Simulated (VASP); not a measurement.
I:

```xyz
1
Lattice="0.0000 2.3497 3.8836 2.1775 0.0000 3.8836 2.1775 2.3497 0.0000" Properties=species:S:1:pos:R:3 pbc="T T T"
I     0.0000    0.0000    0.0000
```

Base run:

- Program: VASP 6.6.1
- Functional: PBEsol
- Potentials or basis: VASP PAW PBE potentials, release 64 (I)
- Cutoff: 520 eV
- k mesh: 9 × 9 × 9
- Occupations: fermi-dirac, width 0.05 eV
- Spin: no spin polarisation

Its results: pressure -0.9 GPa.

Q: After a change of settings the same cell gave: pressure -1.9 GPa. Which change was it?
A. functional from PBEsol to r2SCAN; further incar settings from ALGO = Normal; EDIFF = 1e-07; NBANDS = 10 to ALGO = Normal; EDIFF = 1e-06; NBANDS = 10
B. functional from PBEsol to BLYP; further incar settings from ALGO = Normal; EDIFF = 1e-07; NBANDS = 10 to ALGO = Normal; EDIFF = 1e-06; NBANDS = 10
C. functional from PBEsol to PBE; dispersion from none to D3(BJ)
D. functional from PBEsol to LDA; potentials or basis from VASP PAW PBE potentials, release 64 (I) to VASP PAW LDA potentials, release 64 (I)

A: D.

Caveats: an odd number of electrons without spin polarisation forces a metal; a magnetic or distorted state may lie lower; the PAW data sets were made with another functional, which shifts forces and pressure a little (some runs).
